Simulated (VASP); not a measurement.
# Sr (P6/mmm) in VASP: notebook, part 2 of 2

VASP 6.6.1.

### 3 Single point, PBE

INCAR

```
SYSTEM = Sr
  PREC = Accurate
  ENCUT = 520
  EDIFF = 1E-6
  ISMEAR = -1
  SIGMA = 0.05
  LREAL = .False.
  LASPH = .True.
  NELM = 100
  ALGO = Normal
  ISIF = 2
  LWAVE = .False.
  LCHARG = .False.
  GGA = PE
  NBANDS = 11
```

KPOINTS

```
regular mesh
0
Gamma
  11 11 10
  0 0 0
```

POSCAR

```
Sr
1.0
    4.0806100669      0.0000000000      0.0000000000
   -2.0403050334      3.5339119808      0.0000000000
    0.0000000000      0.0000000000      3.8143880954
Sr
1
Direct
    0.0000000000      0.0000000000      0.0000000000
```

Potentials or basis: VASP PAW PBE potentials, release 64 (Sr_sv).

Command:

```
$ cat potpaw_PBE.64/Sr_sv/POTCAR > POTCAR
$ mpirun -np 1 vasp_std > vasp.out
```

OUTCAR:

```text
SYSTEM = Sr
   PREC = Accurate
   ENCUT = 520
   EDIFF = 1E-6
   ISMEAR = -1
   LREAL = .False.
   LASPH = .True.
   NELM = 100
   ISIF = 2
   GGA = PE

 ion  position               nearest neighbor table
   1  0.000  0.000  0.000-

  LATTYP: Found a hexagonal cell.
 ALAT       =     4.0806100669
 C/A-ratio  =     0.9347592720

  Lattice vectors:

 A1 = (   4.0806100669,   0.0000000000,   0.0000000000)
 A2 = (  -2.0403050334,   3.5339119808,   0.0000000000)
 A3 = (   0.0000000000,   0.0000000000,   3.8143880954)

Analysis of symmetry for initial positions (statically):
=====================================================================
 Subroutine PRICEL returns:
 Original cell was already a primitive cell.

 Routine SETGRP: Setting up the symmetry group for a
 hexagonal supercell.

 Subroutine GETGRP returns: Found 24 space group operations
 (whereof 24 operations were pure point group operations)
 out of a pool of 24 trial point group operations.

The static configuration has the point symmetry D_6h.

Analysis of symmetry for dynamics (positions and initial velocities):
=====================================================================
 Subroutine PRICEL returns:
 Original cell was already a primitive cell.

 Routine SETGRP: Setting up the symmetry group for a
 hexagonal supercell.

 Subroutine GETGRP returns: Found 24 space group operations
 (whereof 24 operations were pure point group operations)
 out of a pool of 24 trial point group operations.

The dynamic configuration has the point symmetry D_6h.

 Subroutine INISYM returns: Found 24 space group operations
 (whereof 24 operations are pure point group operations),
 and found     1 'primitive' translations

----------------------------------------------------------------------------------------

                                     Primitive cell

  volume of cell :      55.0054

  direct lattice vectors                    reciprocal lattice vectors
     4.080610067  0.000000000  0.000000000     0.245061396  0.141486263  0.000000000
    -2.040305033  3.533911981  0.000000000     0.000000000  0.282972526  0.000000000
     0.000000000  0.000000000  3.814388095     0.000000000  0.000000000  0.262165248

  length of vectors
     4.080610067  4.080610067  3.814388095     0.282972526  0.282972526  0.262165248

  position of ions in fractional coordinates (direct lattice)
     0.000000000  0.000000000  0.000000000

  ion indices of the primitive-cell ions
   primitive index   ion index
                 1           1

----------------------------------------------------------------------------------------

 KPOINTS: regular mesh

Automatic generation of k-mesh.
 Grid dimensions read from file:
 generate k-points for:   11   11   10

 Generating k-lattice:

  Cartesian coordinates                     Fractional coordinates (reciprocal lattice)
     0.022278309  0.012862388  0.000000000     0.090909091  0.000000000  0.000000000
     0.000000000  0.025724775  0.000000000     0.000000000  0.090909091  0.000000000
     0.000000000  0.000000000  0.026216525     0.000000000  0.000000000  0.100000000

  Length of vectors
     0.025724775  0.025724775  0.026216525

  Shift w.r.t. Gamma in fractional coordinates (k-lattice)
     0.000000000  0.000000000  0.000000000

 Subroutine IBZKPT returns following result:
 ===========================================

 Found     96 irreducible k-points:

 Following reciprocal coordinates:
            Coordinates               Weight
  0.000000  0.000000  0.000000      1.000000
  0.090909 -0.000000  0.000000      6.000000
  0.181818 -0.000000  0.000000      6.000000
  0.272727 -0.000000  0.000000      6.000000
  0.363636 -0.000000  0.000000      6.000000
  0.454545 -0.000000  0.000000      6.000000
[... 16 lines left out ...]
  0.090909  0.090909  0.100000     12.000000
  0.181818  0.090909  0.100000     24.000000
 [... further k-points ...]
   k-points           NKPTS =     96   k-points in BZ     NKDIM =     96   number of bands    NBANDS=     11
   number of dos      NEDOS =    301   number of ions     NIONS =      1
   total plane-waves  NPLWV =  25200
   dimension x,y,z NGX =    30 NGY =   30 NGZ =   28
   dimension x,y,z NGXF=    60 NGYF=   60 NGZF=   56
   ions per type =               1
   NGX,Y,Z   is equivalent  to a cutoff of  12.22, 12.22, 12.20 a.u.
   NGXF,Y,Z  is equivalent  to a cutoff of  24.44, 24.44, 24.41 a.u.
 SYSTEM =  Sr
   PREC   = accura    normal or accurate (medium, high low for compatibility)
   ISTART =      0    job   : 0-new  1-cont  2-samecut
   ICHARG =      2    charge: 1-file 2-atom 10-const
   ISPIN  =      1    spin polarized calculation?
   LNONCOLLINEAR =      F non collinear calculations
   LSORBIT =      F    spin-orbit coupling
   LASPH  =      T    aspherical Exc in radial PAW
   ENCUT  =  520.0 eV  38.22 Ry    6.18 a.u.   7.59  7.59  7.09*2*pi/ulx,y,z
   NELM   =    100;   NELMIN=  2; NELMDL= -5     # of ELM steps
   EDIFF  = 0.1E-05   stopping-criterion for ELM
   LREAL  =      F    real-space projection
   EDIFFG = 0.1E-04   stopping-criterion for IOM
   NSW    =      0    number of steps for IOM
   IBRION =     -1    ionic relax: 0-MD 1-quasi-New 2-CG
   NFREE  =      0    steps in history (QN), initial steepest desc. (CG)
   ISIF   =      2    stress and relaxation
   ISYM   =      2    0-nonsym 1-usesym 2-fastsym
   POTIM  = 0.5000    time-step for ionic-motion
   TEBEG  =    0.0;   TEEND  =   0.0 temperature during run
   PSTRESS=    0.0 pullay stress
   NELECT =      10.0000    total number of electrons
   NUPDOWN=      -1.0000    fix difference up-down
   EMIN   =  10.00;   EMAX   =-10.00  energy-range for DOS
   EFERMI =   0.00;   METHOD = LEGACY
   ISMEAR =    -1;   SIGMA  =   0.05  broadening in eV -4-tet -1-fermi 0-gaus
   EFERMI_NEDOS =   21; number of points for ismear=-14 and -15
   IALGO  =     38    algorithm
   IMIX   =      4    mixing-type and parameters
     AMIX     =   0.40;   BMIX     =  1.00
     AMIX_MAG =   1.60;   BMIX_MAG =  1.00
  volume/ion in A,a.u.               =      55.01       371.20
  Fermi-wavevector in a.u.,A,eV,Ry     =   0.927412  1.752555 11.702288  0.860094
  Thomas-Fermi vector in A             =   2.053479
   LORBIT       =      0    0 simple, 1 ext, 2 COOP (PROOUT), +10 PAW based schemes
   GGA     = PE    functional components
   LHFCALC =     F    Hartree Fock is set to
   AEXX    =    0.0000 exact exchange contribution
   IVDW    =     0    specifies the selected vdW correction
   LEPSILON=     F    determine dielectric tensor
   LRPA    =     F    only Hartree local field effects (RPA)
 non-spin polarized calculation
  energy-cutoff  :      520.00
  volume of cell :       55.01
 maximum number of plane-waves:      1502
   NGX = 15   NGY = 15   NGZ = 15

 number of electron      10.0000000 magnetization

 Free energy of the ion-electron system (eV)
  ---------------------------------------------------
  ext. energy  EPLUGINS =         0.00000000
  ---------------------------------------------------
  free energy    TOTEN  =        -1.42174172 eV

  energy without entropy =       -1.41309514  energy(sigma->0) =       -1.41741843

 E-fermi :   1.4924     XC(G=0):  -7.3401

 val. band max:        1.4857432759   @ k =   0.4545   0.0909   0.2000
 cond. band min:       1.4954450166   @ k =   0.4545   0.0909   0.3000
 fundamental gap:      0.0097017407
 Fermi energy:         1.4924492565

 k-point     1 :       0.0000    0.0000    0.0000
  band No.  band energies     occupation
      1     -35.2088      2.00000
      2     -17.0822      2.00000
      3     -17.0822      2.00000
      4     -17.0519      2.00000
      5      -2.0297      2.00000
      6       2.2981      0.00000
      7       3.8518      0.00000
      8       3.8518      0.00000
      9       6.6080      0.00000
     10       6.6080      0.00000
     11       8.7833      0.00000
[... 309 lines left out ...]
 k-point    24 :       0.1818    0.0909    0.1000
  band No.  band energies     occupation
      1     -35.1989      2.00000
      2     -17.1876      2.00000
      3     -17.1099      2.00000
      4     -17.0691      2.00000
      5      -1.0407      2.00000
      6       2.6656      0.00000
      7       2.7883      0.00000
      8       4.6591      0.00000
      9       5.2228      0.00000
     10       6.0784      0.00000
     11       8.9311      0.00000

 [... further k-points ...]

------------------------ aborting loop because EDIFF is reached ----------------------------------------

  FORCE on cell =-STRESS in cart. coord.  units (eV):
  Direction    XX          YY          ZZ          XY          YZ          ZX
  --------------------------------------------------------------------------------------
  -------------------------------------------------------------------------------------
  Total        0.0043650      0.0043650      0.0134176      0.0000000      0.0000000      0.0000000
  in kB        0.1271431      0.1271431      0.3908226      0.0000000      0.0000000      0.0000000
  external PRESSURE =       0.2150363 kB  Pullay stress =       0.0000000 kB

 VOLUME and BASIS-vectors are now :
 -----------------------------------------------------------------------------
  energy-cutoff  :      520.00
  volume of cell :       55.01
      direct lattice vectors                 reciprocal lattice vectors
     4.080610067  0.000000000  0.000000000     0.245061396  0.141486263  0.000000000
    -2.040305033  3.533911981  0.000000000     0.000000000  0.282972526  0.000000000
     0.000000000  0.000000000  3.814388095     0.000000000  0.000000000  0.262165248

 POSITION                                       TOTAL-FORCE (eV/Angst)
 -----------------------------------------------------------------------------------
      0.00000      0.00000      0.00000        -0.000000      0.000000      0.000000
 -----------------------------------------------------------------------------------
    total drift:                                0.000000      0.000000     -0.000000

  FREE ENERGIE OF THE ION-ELECTRON SYSTEM (eV)
  ---------------------------------------------------
  free  energy   TOTEN  =        -1.4217417189 eV

  energy  without entropy=       -1.4130951391  energy(sigma->0) =       -1.41741843
```

OSZICAR:

```text
N       E                     dE             d eps       ncg     rms          rms(c)
DAV:   1     0.366351124575E+02    0.36635E+02   -0.47342E+03  2112   0.780E+02
DAV:   2     0.313380459686E+00   -0.36322E+02   -0.35738E+02  2480   0.152E+02
DAV:   3    -0.132356446735E+01   -0.16369E+01   -0.16196E+01  3084   0.241E+01
DAV:   4    -0.142006003783E+01   -0.96496E-01   -0.96324E-01  2834   0.490E+00
DAV:   5    -0.142199986508E+01   -0.19398E-02   -0.19397E-02  3015   0.567E-01    0.110E+01
DAV:   6    -0.142195002429E+01    0.49841E-04   -0.75529E-03  2568   0.927E-01    0.626E+00
DAV:   7    -0.142163415755E+01    0.31587E-03   -0.14896E-02  2471   0.123E+00    0.282E-01
DAV:   8    -0.142169656779E+01   -0.62410E-04   -0.13934E-03  3079   0.223E-01    0.755E-02
DAV:   9    -0.142173272502E+01   -0.36157E-04   -0.38772E-05  2759   0.449E-02    0.274E-02
DAV:  10    -0.142174191284E+01   -0.91878E-05   -0.67855E-06  2642   0.199E-02    0.621E-03
DAV:  11    -0.142174171891E+01    0.19393E-06   -0.44280E-07  1891   0.478E-03
   1 F= -.14217417E+01 E0= -.14174184E+01  d E =-.864658E-02
```

It took 40 s on 1 thread of Intel Xeon Platinum 8124M at 3.00GHz (Skylake/Cascade Lake), shared host; peak memory 0.2 GiB.

What came out:

```
Free energy            : -1.4217 eV
Pressure               : 0.0 GPa
Band gap on the k mesh : zero (band 5 reaches 1.70 eV, above the bottom of band 6 at 1.20 eV)
```

Levels at points of the mesh, in eV from the Fermi level:
| k point | band 2 | band 3 | band 4 | band 5 | band 6 | band 7 | band 8 | band 9 |
| --- | --- | --- | --- | --- | --- | --- | --- | --- |
| (0.00, 0.00, 0.00) | -18.57 | -18.57 | -18.54 | -3.52 | 0.81 | 2.36 | 2.36 | 5.12 |
| (0.00, 0.00, 0.50) | -18.85 | -18.55 | -18.55 | -1.34 | -0.22 | 2.87 | 2.87 | 3.35 |
